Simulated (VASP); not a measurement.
Write the native input for VASP 6.6.1 that does the following.

| Property | Result |
| --- | --- |
| Task | single point |
| Functional | LDA |
| Potentials or basis | VASP PAW LDA potentials, release 64 (Ni, Si) |
| Cutoff | 520 eV |
| k mesh | 8 × 8 × 8 |
| Occupations | fermi-dirac, width 0.05 eV |
| Spin | collinear spin, ferromagnetic start |
| Starting moments | [1.0, 1.0, 1.0, 0.0] μB |
| Dipole correction | no |
| Further INCAR settings | ALGO = Fast; EDIFF = 1e-07; NBANDS = 29 |

The structure of SiNi3 lies in POSCAR:

```
SiNi3
1.0
    3.4941292669      0.0000000000      0.0000000000
    0.0000000000      3.4941292669      0.0000000000
    0.0000000000      0.0000000000      3.4941292669
Ni Si
3 1
Direct
    0.5000000000      0.5000000000      0.0000000000
    0.5000000000      0.0000000000      0.5000000000
    0.0000000000      0.5000000000      0.5000000000
    0.0000000000      0.0000000000      0.0000000000
```

The input as run:

INCAR

```
SYSTEM = SiNi3
ALGO = Fast
EDIFF = 1E-7
ENCUT = 520
ISIF = 2
ISMEAR = -1
ISPIN = 2
LASPH = .True.
LCHARG = .True.
LELF = .True.
LMAXMIX = 4
LORBIT = 11
LREAL = .False.
LVHAR = .True.
LWAVE = .False.
MAGMOM = 1 1 1 0
NBANDS = 29
NELM = 150
PREC = Accurate
SIGMA = 0.05
```

KPOINTS

```
k-points
0
Gamma
  8 8 8
  0 0 0
```

Potentials or basis: VASP PAW LDA potentials, release 64 (Ni, Si).

Command:

```bash
$ cat potpaw_LDA.64/Ni/POTCAR potpaw_LDA.64/Si/POTCAR > POTCAR
$ mpirun -np 1 vasp_std > vasp.out
```

It gave:

```json
{
  "Pressure": "-12.7 GPa",
  "Band gap on the k mesh": "zero (filled and empty bands overlap)",
  "Net moment": "0.00 μB per cell",
  "Valence electrons inside the program's atomic spheres": "Ni 9.51; Si 1.56"
}
```

Caveat: the cell stands under tension.

It took 40 s on 1 thread of Intel(R) Xeon(R) 6975P-C (Granite Rapids) (shared host), peak memory 0.19 GiB.
